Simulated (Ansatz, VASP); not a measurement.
# One calculation of W, two programs

```
CELL_PARAMETERS angstrom
2.75981 0.00000 0.00000
-1.37990 2.39006 0.00000
0.00000 0.00000 2.56786
ATOMIC_POSITIONS crystal
W 0.00000 0.00000 0.00000
```

Alike in both runs: functional PBEsol; k mesh 24 × 24 × 22; occupations gaussian, width 0.1 eV; no spin polarisation.

Ansatz relaxed the structure, and its values are those at the end. VASP's run is a single point on that final structure, the one shown.

|  | VASP | Ansatz |
| --- | --- | --- |
| version | VASP 6.6.1 | Ansatz 0.2.0 |
| potentials or method | VASP PAW PBE potentials, release 64 (W_sv), cutoff 520 eV | scalar-relativistic, plane waves, PAW |
| valence electrons in the cell | 14 | 14 |

```tsv
	VASP	Ansatz	Ansatz less VASP
gap on the k mesh at the Fermi level (eV)	none	none	-
pressure (GPa)	0.7	0.0	-0.73
```

VASP's potentials were made for PBE, not for PBEsol. A gap of «none» marks a metal or a gap that the smearing closes. The functional is the same, so the differences come from potentials, cutoffs and numerics.

Neither program's run includes spin-orbit coupling.
